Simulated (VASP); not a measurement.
# CuAu in VASP: a series of runs

Runs on CuAu. Level: PBE. Tasks: single point.

All numbers are computed with VASP 6.6.1; they aren't measurements. Logs are shortened: lines on timing, memory, paths and dates and some standing lists are left out, and cuts for length are marked.

## 1. The cell of the first run

Symmetry: P4/mmm, No. 123, tetragonal system. The conventional cell has a = 2.811 Å, b = 2.811 Å, c = 3.685 Å, α = 90.00°, β = 90.00°, γ = 90.00°. Au (site symmetry 4/mmm) has 8 Cu at 2.71 Å and 4 Au at 2.81 Å within 3.6 Å. Within 3.6 Å of Cu (site symmetry 4/mmm) lie 8 Au at 2.71 Å and 4 Cu at 2.81 Å.

## 2. Single point, PBE

The input, INCAR:

```
SYSTEM = CuAu
PREC     = Accurate       ! precision mode
ENCUT    = 520            ! plane-wave cutoff, eV
EDIFF    = 1E-7           ! SCF threshold, eV
ISMEAR   = 1              ! smearing method
SIGMA    = 0.05           ! smearing width, eV
LREAL    = .FALSE.        ! projectors in reciprocal space
LASPH    = .TRUE.         ! aspherical terms in the spheres
NELM     = 80             ! most SCF steps
ALGO     = Normal         ! electronic algorithm
ISIF     = 2              ! what is computed and relaxed
LWAVE    = .FALSE.        ! write WAVECAR
LCHARG   = .TRUE.         ! write CHGCAR
GGA      = PE             ! functional
LELF     = .TRUE.         ! ELF
LVHAR    = .TRUE.       
NBANDS   = 18             ! bands
```

The input, KPOINTS:

```
Automatic mesh
0
G
  8 8 6
  0 0 0
```

The input, POSCAR:

```
CuAu
1.0
    2.8107494552      0.0000000000      0.0000000000
    0.0000000000      2.8107494552      0.0000000000
    0.0000000000      0.0000000000      3.6850000000
Au Cu
1 1
Direct
    0.0000000000      0.0000000000      0.0000000000
    0.5000000000      0.5000000000      0.5000000000
```

Potentials or basis: VASP PAW PBE potentials, release 64 (Au, Cu).

Launch:

```
$ cat potpaw_PBE.64/Au/POTCAR potpaw_PBE.64/Cu/POTCAR > POTCAR
$ mpirun -np 1 vasp_std > vasp.out
```

OUTCAR:

```text
SYSTEM = CuAu
   PREC = Accurate
   ENCUT = 520
   EDIFF = 1E-7
   ISMEAR = 1
   LREAL = .FALSE.
   LASPH = .TRUE.
   NELM = 80
   ISIF = 2
   GGA = PE

 ion  position               nearest neighbor table
   1  0.000  0.000  0.000-   2 2.71   2 2.71   2 2.71   2 2.71   2 2.71   2 2.71   2 2.71   2 2.71

   2  0.500  0.500  0.500-   1 2.71   1 2.71   1 2.71   1 2.71   1 2.71   1 2.71   1 2.71   1 2.71

  LATTYP: Found a simple tetragonal cell.
 ALAT       =     2.8107494552
 C/A-ratio  =     1.3110382333

  Lattice vectors:

 A1 = (   2.8107494552,   0.0000000000,   0.0000000000)
 A2 = (   0.0000000000,   2.8107494552,   0.0000000000)
 A3 = (   0.0000000000,   0.0000000000,   3.6850000000)

Analysis of symmetry for initial positions (statically):
=====================================================================
 Subroutine PRICEL returns:
 Original cell was already a primitive cell.

 Routine SETGRP: Setting up the symmetry group for a
 simple tetragonal supercell.

 Subroutine GETGRP returns: Found 16 space group operations
 (whereof 16 operations were pure point group operations)
 out of a pool of 16 trial point group operations.

The static configuration has the point symmetry D_4h.

Analysis of symmetry for dynamics (positions and initial velocities):
=====================================================================
 Subroutine PRICEL returns:
 Original cell was already a primitive cell.

 Routine SETGRP: Setting up the symmetry group for a
 simple tetragonal supercell.

 Subroutine GETGRP returns: Found 16 space group operations
 (whereof 16 operations were pure point group operations)
 out of a pool of 16 trial point group operations.

The dynamic configuration has the point symmetry D_4h.

 Subroutine INISYM returns: Found 16 space group operations
 (whereof 16 operations are pure point group operations),
 and found     1 'primitive' translations

----------------------------------------------------------------------------------------

                                     Primitive cell

  volume of cell :      29.1127

  direct lattice vectors                    reciprocal lattice vectors
     2.810749455  0.000000000  0.000000000     0.355776997  0.000000000  0.000000000
     0.000000000  2.810749455  0.000000000     0.000000000  0.355776997  0.000000000
     0.000000000  0.000000000  3.685000000     0.000000000  0.000000000  0.271370421

  length of vectors
     2.810749455  2.810749455  3.685000000     0.355776997  0.355776997  0.271370421

  position of ions in fractional coordinates (direct lattice)
     0.000000000  0.000000000  0.000000000
     0.500000000  0.500000000  0.500000000

  ion indices of the primitive-cell ions
   primitive index   ion index
                 1           1
                 2           2

----------------------------------------------------------------------------------------

 KPOINTS: Automatic mesh

Automatic generation of k-mesh.
 Grid dimensions read from file:
 generate k-points for:    8    8    6

 Generating k-lattice:

  Cartesian coordinates                     Fractional coordinates (reciprocal lattice)
     0.044472125  0.000000000  0.000000000     0.125000000  0.000000000  0.000000000
     0.000000000  0.044472125  0.000000000     0.000000000  0.125000000  0.000000000
     0.000000000  0.000000000  0.045228403     0.000000000  0.000000000  0.166666667

  Length of vectors
     0.044472125  0.044472125  0.045228403

  Shift w.r.t. Gamma in fractional coordinates (k-lattice)
     0.000000000  0.000000000  0.000000000

 Subroutine IBZKPT returns following result:
 ===========================================

 Found     60 irreducible k-points:

 Following reciprocal coordinates:
            Coordinates               Weight
  0.000000  0.000000  0.000000      1.000000
  0.125000  0.000000  0.000000      4.000000
  0.250000  0.000000  0.000000      4.000000
  0.375000  0.000000  0.000000      4.000000
  0.500000  0.000000  0.000000      2.000000
  0.125000  0.125000  0.000000      4.000000
[... 16 lines left out ...]
  0.375000  0.125000  0.166667     16.000000
  0.500000  0.125000  0.166667      8.000000
 [... further k-points ...]
   k-points           NKPTS =     60   k-points in BZ     NKDIM =     60   number of bands    NBANDS=     18
   number of dos      NEDOS =    301   number of ions     NIONS =      2
   total plane-waves  NPLWV =  16128
   dimension x,y,z NGX =    24 NGY =   24 NGZ =   28
   dimension x,y,z NGXF=    48 NGYF=   48 NGZF=   56
   ions per type =               1   1
   NGX,Y,Z   is equivalent  to a cutoff of  14.20, 14.20, 12.63 a.u.
   NGXF,Y,Z  is equivalent  to a cutoff of  28.39, 28.39, 25.26 a.u.
 SYSTEM =  CuAu
   PREC   = accura    normal or accurate (medium, high low for compatibility)
   ISTART =      0    job   : 0-new  1-cont  2-samecut
   ICHARG =      2    charge: 1-file 2-atom 10-const
   ISPIN  =      1    spin polarized calculation?
   LNONCOLLINEAR =      F non collinear calculations
   LSORBIT =      F    spin-orbit coupling
   LASPH  =      T    aspherical Exc in radial PAW
   ENCUT  =  520.0 eV  38.22 Ry    6.18 a.u.   5.23  5.23  6.85*2*pi/ulx,y,z
   NELM   =     80;   NELMIN=  2; NELMDL= -5     # of ELM steps
   EDIFF  = 0.1E-06   stopping-criterion for ELM
   LREAL  =      F    real-space projection
   EDIFFG = 0.1E-05   stopping-criterion for IOM
   NSW    =      0    number of steps for IOM
   IBRION =     -1    ionic relax: 0-MD 1-quasi-New 2-CG
   NFREE  =      0    steps in history (QN), initial steepest desc. (CG)
   ISIF   =      2    stress and relaxation
   ISYM   =      2    0-nonsym 1-usesym 2-fastsym
   POTIM  = 0.5000    time-step for ionic-motion
   TEBEG  =    0.0;   TEEND  =   0.0 temperature during run
   PSTRESS=    0.0 pullay stress
   NELECT =      22.0000    total number of electrons
   NUPDOWN=      -1.0000    fix difference up-down
   EMIN   =  10.00;   EMAX   =-10.00  energy-range for DOS
   EFERMI =   0.00;   METHOD = LEGACY
   ISMEAR =     1;   SIGMA  =   0.05  broadening in eV -4-tet -1-fermi 0-gaus
   EFERMI_NEDOS =   21; number of points for ismear=-14 and -15
   IALGO  =     38    algorithm
   IMIX   =      4    mixing-type and parameters
     AMIX     =   0.40;   BMIX     =  1.00
     AMIX_MAG =   1.60;   BMIX_MAG =  1.00
  volume/ion in A,a.u.               =      14.56        98.23
  Fermi-wavevector in a.u.,A,eV,Ry     =   1.491152  2.817868 30.253005  2.223533
  Thomas-Fermi vector in A             =   2.603843
   LORBIT       =      0    0 simple, 1 ext, 2 COOP (PROOUT), +10 PAW based schemes
   GGA     = PE    functional components
   LHFCALC =     F    Hartree Fock is set to
   AEXX    =    0.0000 exact exchange contribution
   IVDW    =     0    specifies the selected vdW correction
   LEPSILON=     F    determine dielectric tensor
   LRPA    =     F    only Hartree local field effects (RPA)
 non-spin polarized calculation
 Methfessel and Paxton  Order N= 1 SIGMA  =   0.05
  energy-cutoff  :      520.00
  volume of cell :       29.11
 maximum number of plane-waves:       808
 NGX is ok and might be reduce to    24
   NGX = 11   NGY = 11   NGZ = 13

 number of electron      22.0000010 magnetization

 Free energy of the ion-electron system (eV)
  ---------------------------------------------------
  ext. energy  EPLUGINS =         0.00000000
  ---------------------------------------------------
  free energy    TOTEN  =        -7.03706639 eV

  energy without entropy =       -7.03720463  energy(sigma->0) =       -7.03711247

 E-fermi :   8.7593     XC(G=0): -12.6625

 val. band max:        8.7322844674   @ k =   0.5000   0.1250   0.1667
 cond. band min:       8.8283174677   @ k =   0.2500   0.0000   0.3333
 fundamental gap:      0.0960330003
 Fermi energy:         8.7593329474

 k-point     1 :       0.0000    0.0000    0.0000
  band No.  band energies     occupation
      1      -1.0342      2.00000
      2       2.1549      2.00000
      3       2.2926      2.00000
      4       4.6800      2.00000
      5       4.6800      2.00000
      6       5.7523      2.00000
[... 10 lines left out ...]
     17      25.5492      0.00000
     18      26.1399      0.00000

 k-point     2 :       0.1250    0.0000    0.0000
  band No.  band energies     occupation
      1      -0.6749      2.00000
      2       2.3117      2.00000
      3       2.5217      2.00000
      4       4.4639      2.00000
      5       4.7640      2.00000
      6       5.5992      2.00000
[... 10 lines left out ...]
     17      26.2057      0.00000
     18      28.0570      0.00000

 k-point     3 :       0.2500    0.0000    0.0000
  band No.  band energies     occupation
      1       0.2931      2.00000
      2       2.6254      2.00000
      3       3.2379      2.00000
      4       3.9278      2.00000
      5       4.9948      2.00000
      6       5.2141      2.00000
[... 10 lines left out ...]
     17      24.9226      0.00000
     18      27.0576      0.00000

 k-point     4 :       0.3750    0.0000    0.0000
  band No.  band energies     occupation
      1       1.4774      2.00000
      2       3.0510      2.00000
      3       3.4122      2.00000
      4       4.0158      2.00000
      5       4.8275      2.00000
      6       5.2953      2.00000
[... 375 lines left out ...]
      4       3.8727      2.00000
      5       4.5288      2.00000
      6       4.8992      2.00000
[... 10 lines left out ...]
     17      26.0034      0.00000
     18      27.3216      0.00000

 k-point    23 :       0.3750    0.1250    0.1667
  band No.  band energies     occupation
      1       1.9332      2.00000
      2       2.9542      2.00000
      3       3.5362      2.00000
      4       3.8988      2.00000
      5       4.5497      2.00000
      6       5.0647      2.00000
[... 10 lines left out ...]
     17      25.0737      0.00000
     18      25.5705      0.00000

 k-point    24 :       0.5000    0.1250    0.1667
  band No.  band energies     occupation
      1       2.5516      2.00000
      2       2.6331      2.00000
      3       3.6497      2.00000
      4       3.7735      2.00000
      5       4.5972      2.00000
      6       5.4540      2.00000
[... 10 lines left out ...]
     17      22.8690      0.00000
     18      24.4130      0.00000

 [... further k-points ...]
[... 5 lines left out ...]
  --------------------------------------------------------------------------------------
  -------------------------------------------------------------------------------------
  Total        1.1290588      1.1290588      0.5370442      0.0000000      0.0000000      0.0000000
  in kB       62.1362977     62.1362977     29.5555353      0.0000000      0.0000000      0.0000000
  external PRESSURE =      51.2760436 kB  Pullay stress =       0.0000000 kB

 VOLUME and BASIS-vectors are now :
 -----------------------------------------------------------------------------
  energy-cutoff  :      520.00
  volume of cell :       29.11
      direct lattice vectors                 reciprocal lattice vectors
     2.810749455  0.000000000  0.000000000     0.355776997  0.000000000  0.000000000
     0.000000000  2.810749455  0.000000000     0.000000000  0.355776997  0.000000000
     0.000000000  0.000000000  3.685000000     0.000000000  0.000000000  0.271370421

 POSITION                                       TOTAL-FORCE (eV/Angst)
 -----------------------------------------------------------------------------------
      0.00000      0.00000      0.00000         0.000000      0.000000      0.000000
      1.40537      1.40537      1.84250         0.000000      0.000000      0.000000
 -----------------------------------------------------------------------------------
    total drift:                                0.000000      0.000000     -0.000000

  FREE ENERGIE OF THE ION-ELECTRON SYSTEM (eV)
  ---------------------------------------------------
  free  energy   TOTEN  =        -7.0370663918 eV

  energy  without entropy=       -7.0372046291  energy(sigma->0) =       -7.03711247
```

Wall time 31 s (1 thread of Intel Xeon 6975P-C, shared host); peak memory 0.17 GiB.

Results:

```
Free energy            : -7.0371 eV
Pressure               : 5.1 GPa
Band gap on the k mesh : zero (band 11 reaches 14.10 eV, above the bottom of band 12 at 6.75 eV)
```

Caveat: spin-orbit coupling is left out, which moves the levels of the heavy elements.

[end of part 1 of 2]
